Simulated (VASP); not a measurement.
# HgTe (F-43m) in VASP: a series of runs

HgTe is run at these levels: PBE; tasks: single point.

Everything below comes from runs of VASP 6.6.1. Logs are shortened: lines on timing, memory, paths and dates and some standing lists are left out, and cuts for length are marked.

## Step 1: The cell of the first run

It takes space group F-43m (No. 216, cubic). Conventional cell: a = 6.585 Å, b = 6.585 Å, c = 6.585 Å, α = 90.00°, β = 90.00°, γ = 90.00°. Within 3.8 Å of Hg (site symmetry -43m) lie 4 Te at 2.85 Å. Te (site symmetry -43m) has 4 Hg at 2.85 Å within 3.8 Å.

## Step 2: Single point, PBE, non-collinear spin, zero start, spin-orbit coupling (35.69 Å³/atom)

INCAR

```
SYSTEM = HgTe
  ALGO = Fast
  EDIFF = 1E-6
  ENCUT = 520
  GGA = PE
  GGA_COMPAT = .FALSE.
  ISIF = 2
  ISMEAR = 0
  LASPH = .TRUE.
  LCHARG = .TRUE.
  LORBIT = 11
  LORBMOM = .TRUE.
  LREAL = .FALSE.
  LSORBIT = .TRUE.
  LVHAR = .TRUE.
  LWAVE = .FALSE.
  MAGMOM = 0 0 0 0 0 0
  NBANDS = 30
  NELM = 150
  PREC = Accurate
  SIGMA = 0.05
```

KPOINTS

```
k-points
0
G
  10 10 10
  0 0 0
```

POSCAR

```
HgTe
1.0
    0.0000000000      3.2923014193      3.2923014193
    3.2923014193      0.0000000000      3.2923014193
    3.2923014193      3.2923014193      0.0000000000
Hg Te
1 1
Direct
    0.0000000000      0.0000000000      0.0000000000
    0.2500000000      0.2500000000      0.2500000000
```

Potentials or basis: VASP PAW PBE potentials, release 64 (Hg, Te).

Launch:

```
$ cat potpaw_PBE.64/Hg/POTCAR potpaw_PBE.64/Te/POTCAR > POTCAR
$ mpirun -np 1 vasp_ncl > vasp.out
```

OUTCAR:

```text
SYSTEM = HgTe
   EDIFF = 1E-6
   ENCUT = 520
   GGA = PE
   ISIF = 2
   ISMEAR = 0
   LASPH = .TRUE.
   LORBIT = 11
   LREAL = .FALSE.
   LSORBIT = .TRUE.
   NELM = 150
   PREC = Accurate

 ion  position               nearest neighbor table
   1  0.000  0.000  0.000-   2 2.85   2 2.85   2 2.85   2 2.85
   2  0.250  0.250  0.250-   1 2.85   1 2.85   1 2.85   1 2.85

  LATTYP: Found a face centered cubic cell.
 ALAT       =     6.5846028386

  Lattice vectors:

 A1 = (   0.0000000000,   3.2923014193,   3.2923014193)
 A2 = (   3.2923014193,   0.0000000000,   3.2923014193)
 A3 = (   3.2923014193,   3.2923014193,   0.0000000000)

Analysis of symmetry for initial positions (statically):
=====================================================================
 Subroutine PRICEL returns:
 Original cell was already a primitive cell.

 Routine SETGRP: Setting up the symmetry group for a
 face centered cubic supercell.

 Subroutine GETGRP returns: Found 24 space group operations
 (whereof 24 operations were pure point group operations)
 out of a pool of 48 trial point group operations.

The static configuration has the point symmetry T_d .

Analysis of symmetry for dynamics (positions and initial velocities):
=====================================================================
 Subroutine PRICEL returns:
 Original cell was already a primitive cell.

 Routine SETGRP: Setting up the symmetry group for a
 face centered cubic supercell.

 Subroutine GETGRP returns: Found 24 space group operations
 (whereof 24 operations were pure point group operations)
 out of a pool of 48 trial point group operations.

The dynamic configuration has the point symmetry T_d .

Analysis of structural, dynamic, and magnetic symmetry:
=====================================================================
 Subroutine PRICEL returns:
 Original cell was already a primitive cell.

 Routine SETGRP: Setting up the symmetry group for a
 face centered cubic supercell.

 Subroutine GETGRP returns: Found 24 space group operations
 (whereof 24 operations were pure point group operations)
 out of a pool of 48 trial point group operations.

The overall configuration has the point symmetry T_d .

 Subroutine INISYM returns: Found 24 space group operations
 (whereof 24 operations are pure point group operations),
 and found     1 'primitive' translations

----------------------------------------------------------------------------------------

                                     Primitive cell

[... 969 lines left out ...]
    total drift:                                0.000000      0.000000      0.000000

  FREE ENERGIE OF THE ION-ELECTRON SYSTEM (eV)
  ---------------------------------------------------
  free  energy   TOTEN  =        -4.0397107804 eV

  energy  without entropy=       -4.0396443768  energy(sigma->0) =       -4.03967758

 orbital moment (x)

 # of ion     p       d       tot
 ----------------------------------------
  1        -0.000  -0.000  -0.000
  2        -0.000   0.000  -0.000
 ----------------------------------------
           -0.000  -0.000  -0.000

 orbital moment (y)

 # of ion     p       d       tot
 ----------------------------------------
  1         0.000   0.000   0.000
  2        -0.000  -0.000  -0.000
 ----------------------------------------
           -0.000   0.000   0.000

 orbital moment (z)

 # of ion     p       d       tot
 ----------------------------------------
  1         0.000   0.000   0.000
  2         0.000  -0.000  -0.000
 ----------------------------------------
            0.000  -0.000  -0.000

 Spin-Orbit-Coupling matrix elements

 Ion:    1  E_soc:     -0.5810690
 l=   1
     0.0000000    -0.0301401    -0.0301401
    -0.0301401     0.0000000    -0.0301401
    -0.0301401    -0.0301401     0.0000000
 l=   2
     0.0000000    -0.0131901     0.0000000    -0.0131901    -0.0535147
    -0.0131901     0.0000000    -0.0401360    -0.0131901    -0.0133787
     0.0000000    -0.0401360     0.0000000    -0.0401360     0.0000000
    -0.0131901    -0.0131901    -0.0401360     0.0000000    -0.0133787
    -0.0535147    -0.0133787     0.0000000    -0.0133787     0.0000000
 l=   3
     0.0000000     0.0000000     0.0000000     0.0000000     0.0000000     0.0000000     0.0000000
     0.0000000     0.0000000     0.0000000     0.0000000     0.0000000     0.0000000     0.0000000
     0.0000000     0.0000000     0.0000000     0.0000000     0.0000000     0.0000000     0.0000000
     0.0000000     0.0000000     0.0000000     0.0000000     0.0000000     0.0000000     0.0000000
     0.0000000     0.0000000     0.0000000     0.0000000     0.0000000     0.0000000     0.0000000
     0.0000000     0.0000000     0.0000000     0.0000000     0.0000000     0.0000000     0.0000000
     0.0000000     0.0000000     0.0000000     0.0000000     0.0000000     0.0000000     0.0000000

 Ion:    2  E_soc:     -0.2239935
 l=   1
     0.0000000    -0.0372058    -0.0372058
    -0.0372058     0.0000000    -0.0372058
    -0.0372058    -0.0372058     0.0000000
 l=   2
     0.0000000    -0.0000490     0.0000000    -0.0000490    -0.0000774
    -0.0000490     0.0000000    -0.0000581    -0.0000490    -0.0000194
     0.0000000    -0.0000581     0.0000000    -0.0000581     0.0000000
    -0.0000490    -0.0000490    -0.0000581     0.0000000    -0.0000194
    -0.0000774    -0.0000194     0.0000000    -0.0000194     0.0000000
 l=   3
     0.0000000     0.0000000     0.0000000     0.0000000     0.0000000     0.0000000     0.0000000
     0.0000000     0.0000000     0.0000000     0.0000000     0.0000000     0.0000000     0.0000000
     0.0000000     0.0000000     0.0000000     0.0000000     0.0000000     0.0000000     0.0000000
     0.0000000     0.0000000     0.0000000     0.0000000     0.0000000     0.0000000     0.0000000
     0.0000000     0.0000000     0.0000000     0.0000000     0.0000000     0.0000000     0.0000000
     0.0000000     0.0000000     0.0000000     0.0000000     0.0000000     0.0000000     0.0000000
     0.0000000     0.0000000     0.0000000     0.0000000     0.0000000     0.0000000     0.0000000

 total charge

# of ion       s       p       d       tot
------------------------------------------
    1        0.746   0.388   9.359  10.493
    2        1.373   1.949   0.028   3.351
--------------------------------------------------
tot          2.119   2.337   9.388  13.845

 magnetization (x)

# of ion       s       p       d       tot
------------------------------------------
    1       -0.000   0.000   0.000   0.000
    2        0.000   0.000  -0.000   0.000
--------------------------------------------------
tot         -0.000   0.000   0.000   0.000

 magnetization (y)

# of ion       s       p       d       tot
------------------------------------------
    1        0.000   0.000  -0.000   0.000
    2       -0.000   0.000  -0.000  -0.000
--------------------------------------------------
tot          0.000   0.000  -0.000   0.000

 magnetization (z)

# of ion       s       p       d       tot
------------------------------------------
    1        0.000   0.000  -0.000   0.000
    2       -0.000   0.000  -0.000   0.000
--------------------------------------------------
tot          0.000   0.000  -0.000   0.000
```

OSZICAR:

```text
N       E                     dE             d eps       ncg     rms          rms(c)
DAV:   1     0.114698489030E+03    0.11470E+03   -0.77407E+03  4380   0.103E+03
DAV:   2     0.145913125428E+01   -0.11324E+03   -0.10735E+03  4832   0.250E+02
DAV:   3    -0.417083085028E+01   -0.56300E+01   -0.55845E+01  5136   0.553E+01
DAV:   4    -0.424106228271E+01   -0.70231E-01   -0.70190E-01  5502   0.570E+00
DAV:   5    -0.424187834053E+01   -0.81606E-03   -0.81604E-03  5110   0.622E-01    0.855E+00
RMM:   6    -0.404847086377E+01    0.19341E+00   -0.41734E-01  4380   0.469E+00    0.627E+00
RMM:   7    -0.404050571468E+01    0.79651E-02   -0.55779E-02  4509   0.127E+00    0.281E+00
RMM:   8    -0.403983239069E+01    0.67332E-03   -0.34502E-03  4866   0.581E-01    0.102E+00
RMM:   9    -0.403965515543E+01    0.17724E-03   -0.71248E-04  4916   0.222E-01    0.123E-01
RMM:  10    -0.403969377643E+01   -0.38621E-04   -0.22545E-04  4940   0.123E-01    0.281E-02
RMM:  11    -0.403970885971E+01   -0.15083E-04   -0.38899E-05  5138   0.483E-02    0.152E-02
RMM:  12    -0.403971045058E+01   -0.15909E-05   -0.40410E-06  5066   0.176E-02    0.124E-02
RMM:  13    -0.403971078045E+01   -0.32987E-06   -0.11644E-06  4246   0.925E-03
   1 F= -.40397108E+01 E0= -.40396776E+01  d E =-.664036E-04  mag=     0.0000     0.0000     0.0000
```

stdout:

```text
POSCAR found type information on POSCAR HgTe
 POSCAR found :  2 types and       2 ions
 scaLAPACK will be used
 LDA part: xc-table for (Slater+PW92), standard interpolation
 POSCAR, INCAR and KPOINTS ok, starting setup
 FFT: planning ... GRIDC
 FFT: planning ... GRID_SOFT
 FFT: planning ... GRID
 WAVECAR not read
 entering main loop
```

Wall time 6.9 min (1 thread of Oxide Virtual Turin-like, shared host); peak memory 0.49 GiB.

Results:

```yaml
Free_energy: -4.0397 eV
Pressure: 1.0 GPa
Net_moment: 0.00 μB per cell
Valence_electrons_inside_the_program's_atomic_spheres: Hg 10.49; Te 3.35
```

Moments on the atoms (μB; x, y, z):
```
Hg  0.00 0.00 0.00
Te  0.00 0.00 0.00
```

## Step 3: Single point, PBE, non-collinear spin, zero start, spin-orbit coupling (38.96 Å³/atom)

This run uses another cell than the first one, of 38.96 Å³/atom.

INCAR

```
PREC = Accurate
ENCUT = 520
EDIFF = 1E-6
ISMEAR = 0
SIGMA = 0.05
LREAL = False
LASPH = True
NELM = 150
ALGO = Normal
ISIF = 2
LWAVE = False
LCHARG = False
MAGMOM = 0 0 0 0 0 0
LORBIT = 11
LSORBIT = True
GGA_COMPAT = False
LORBMOM = True
GGA = PE
NBANDS = 30
```

KPOINTS

```
regular mesh
0
Gamma
  10 10 10
```

POSCAR

```
HgTe
1.0
    0.0000000000      3.3901492887      3.3901492887
    3.3901492887      0.0000000000      3.3901492887
    3.3901492887      3.3901492887      0.0000000000
Hg Te
1 1
Direct
    0.0000000000      0.0000000000      0.0000000000
    0.2500000000      0.2500000000      0.2500000000
```

Potentials or basis: VASP PAW PBE potentials, release 64 (Hg, Te).

Launch:

```
$ cat potpaw_PBE.64/Hg/POTCAR potpaw_PBE.64/Te/POTCAR > POTCAR
$ mpirun -np 1 vasp_ncl > vasp.out
```

OUTCAR:

```text
PREC = Accurate
   ENCUT = 520
   EDIFF = 1E-6
   ISMEAR = 0
   LREAL = False
   LASPH = True
   NELM = 150
   ISIF = 2
   LORBIT = 11
   LSORBIT = True
   GGA = PE

 ion  position               nearest neighbor table
   1  0.000  0.000  0.000-   2 2.94   2 2.94   2 2.94   2 2.94
   2  0.250  0.250  0.250-   1 2.94   1 2.94   1 2.94   1 2.94

  LATTYP: Found a face centered cubic cell.
 ALAT       =     6.7802985774

  Lattice vectors:

 A1 = (   0.0000000000,   3.3901492887,   3.3901492887)
 A2 = (   3.3901492887,   0.0000000000,   3.3901492887)
 A3 = (   3.3901492887,   3.3901492887,   0.0000000000)

Analysis of symmetry for initial positions (statically):
=====================================================================
 Subroutine PRICEL returns:
 Original cell was already a primitive cell.

 Routine SETGRP: Setting up the symmetry group for a
 face centered cubic supercell.

 Subroutine GETGRP returns: Found 24 space group operations
 (whereof 24 operations were pure point group operations)
 out of a pool of 48 trial point group operations.
[... 1055 lines left out ...]
     0.0000000     0.0000000     0.0000000     0.0000000     0.0000000     0.0000000     0.0000000
     0.0000000     0.0000000     0.0000000     0.0000000     0.0000000     0.0000000     0.0000000
     0.0000000     0.0000000     0.0000000     0.0000000     0.0000000     0.0000000     0.0000000
     0.0000000     0.0000000     0.0000000     0.0000000     0.0000000     0.0000000     0.0000000
     0.0000000     0.0000000     0.0000000     0.0000000     0.0000000     0.0000000     0.0000000
     0.0000000     0.0000000     0.0000000     0.0000000     0.0000000     0.0000000     0.0000000

 Ion:    2  E_soc:     -0.2355071
 l=   1
     0.0000000    -0.0391513    -0.0391513
    -0.0391513     0.0000000    -0.0391513
    -0.0391513    -0.0391513     0.0000000
 l=   2
     0.0000000    -0.0000401     0.0000000    -0.0000401    -0.0000598
    -0.0000401     0.0000000    -0.0000448    -0.0000401    -0.0000149
     0.0000000    -0.0000448     0.0000000    -0.0000448     0.0000000
    -0.0000401    -0.0000401    -0.0000448     0.0000000    -0.0000149
    -0.0000598    -0.0000149     0.0000000    -0.0000149     0.0000000
 l=   3
     0.0000000     0.0000000     0.0000000     0.0000000     0.0000000     0.0000000     0.0000000
     0.0000000     0.0000000     0.0000000     0.0000000     0.0000000     0.0000000     0.0000000
     0.0000000     0.0000000     0.0000000     0.0000000     0.0000000     0.0000000     0.0000000
     0.0000000     0.0000000     0.0000000     0.0000000     0.0000000     0.0000000     0.0000000
     0.0000000     0.0000000     0.0000000     0.0000000     0.0000000     0.0000000     0.0000000
     0.0000000     0.0000000     0.0000000     0.0000000     0.0000000     0.0000000     0.0000000
     0.0000000     0.0000000     0.0000000     0.0000000     0.0000000     0.0000000     0.0000000

 total charge

# of ion       s       p       d       tot
------------------------------------------
    1        0.740   0.326   9.365  10.431
    2        1.379   1.915   0.021   3.316
--------------------------------------------------
tot          2.119   2.241   9.386  13.746

 magnetization (x)

# of ion       s       p       d       tot
------------------------------------------
    1        0.000   0.000   0.000   0.000
    2       -0.000   0.000  -0.000   0.000
--------------------------------------------------
tot          0.000   0.000   0.000   0.000

 magnetization (y)

# of ion       s       p       d       tot
------------------------------------------
    1        0.000   0.000   0.000   0.000
    2        0.000   0.000   0.000   0.000
--------------------------------------------------
tot          0.000   0.000   0.000   0.000

 magnetization (z)

# of ion       s       p       d       tot
------------------------------------------
    1        0.000   0.000   0.000   0.000
    2        0.000   0.000  -0.000   0.000
--------------------------------------------------
tot          0.000   0.000   0.000   0.000
```

OSZICAR:

```text
N       E                     dE             d eps       ncg     rms          rms(c)
DAV:   1     0.111926945978E+03    0.11193E+03   -0.75902E+03  4380   0.102E+03
DAV:   2     0.151121451812E+01   -0.11042E+03   -0.10466E+03  4844   0.245E+02
DAV:   3    -0.413835020219E+01   -0.56496E+01   -0.56058E+01  5086   0.547E+01
DAV:   4    -0.421035189217E+01   -0.72002E-01   -0.71978E-01  5506   0.571E+00
DAV:   5    -0.421116928825E+01   -0.81740E-03   -0.81738E-03  5102   0.628E-01    0.733E+00
DAV:   6    -0.402050472951E+01    0.19066E+00   -0.36500E-01  4764   0.844E+00    0.565E+00
DAV:   7    -0.401898922666E+01    0.15155E-02   -0.11663E-01  4926   0.224E+00    0.276E+00
DAV:   8    -0.401849364491E+01    0.49558E-03   -0.67342E-03  4836   0.879E-01    0.108E+00
DAV:   9    -0.401850891974E+01   -0.15275E-04   -0.64725E-04  4938   0.224E-01    0.255E-01
DAV:  10    -0.401858027232E+01   -0.71353E-04   -0.34348E-04  4896   0.216E-01    0.557E-02
DAV:  11    -0.401858853849E+01   -0.82662E-05   -0.32086E-05  5040   0.694E-02    0.226E-02
DAV:  12    -0.401859619368E+01   -0.76552E-05   -0.18461E-05  4866   0.375E-02    0.211E-02
DAV:  13    -0.401859607279E+01    0.12089E-06   -0.17758E-06  4840   0.105E-02
   1 F= -.40185961E+01 E0= -.40185583E+01  d E =-.755157E-04  mag=     0.0000    -0.0000     0.0000
```

Run time: 7.3 min. Hardware: 1 thread of Oxide Virtual Turin-like, shared host; peak memory 0.51 GiB.

Results:

* Free energy: -4.0186 eV
* Pressure: -1.8 GPa
* Net moment: 0.00 μB per cell
* Valence electrons inside the program's atomic spheres: Hg 10.43; Te 3.32

Moments on the atoms (μB; x, y, z):
```
Hg  0.00 0.00 0.00
Te  0.00 0.00 0.00
```

(Continued in part 2 of 3.)
